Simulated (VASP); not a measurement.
A run of VASP 6.6.1 is set up as follows.

File INCAR:

```
  PREC = Accurate
  ENCUT = 520
  EDIFF = 1E-6
  ISMEAR = 0
  SIGMA = 0.15
  LREAL = False
  LASPH = True
  NELM = 60
  ALGO = Normal
  ISIF = 2
  LWAVE = False
  LCHARG = False
  GGA = PE
  NBANDS = 18
```

KPOINTS

```
Automatic mesh
0
Gamma
  14 14 14
```

Contents of POSCAR:

```
BiTe
1.0
    0.0000000000      3.2350000000      3.3320500000
    3.2350000000      0.0000000000      3.3320500000
    3.2350000000      3.2350000000      0.0000000000
Bi Te
1 1
Direct
    0.0000000000      0.0000000000      0.0000000000
    0.5000000000      0.5000000000      0.5000000000
```

Potentials or basis: VASP PAW PBE potentials, release 64 (Bi_d, Te).

Command:

```console
$ cat potpaw_PBE.64/Bi_d/POTCAR potpaw_PBE.64/Te/POTCAR > POTCAR
$ mpirun -np 1 vasp_std > vasp.out
```

Problem. Estimate the pressure.

Solution. -0.6 GPa.

Problem. Estimate the band gap on the k mesh.

Solution. Zero (an odd number of electrons rules out a gap without spin polarisation).

Stress tensor (GPa, compression positive):
```
 0.08  0.00  0.00
 0.00  0.08  0.00
 0.00  0.00 -2.01
```

Caveat: the cell differs from its parent crystal (strain +0.000 along x and y, +0.030 along z); spin-orbit coupling is left out, which moves the levels of the heavy elements.
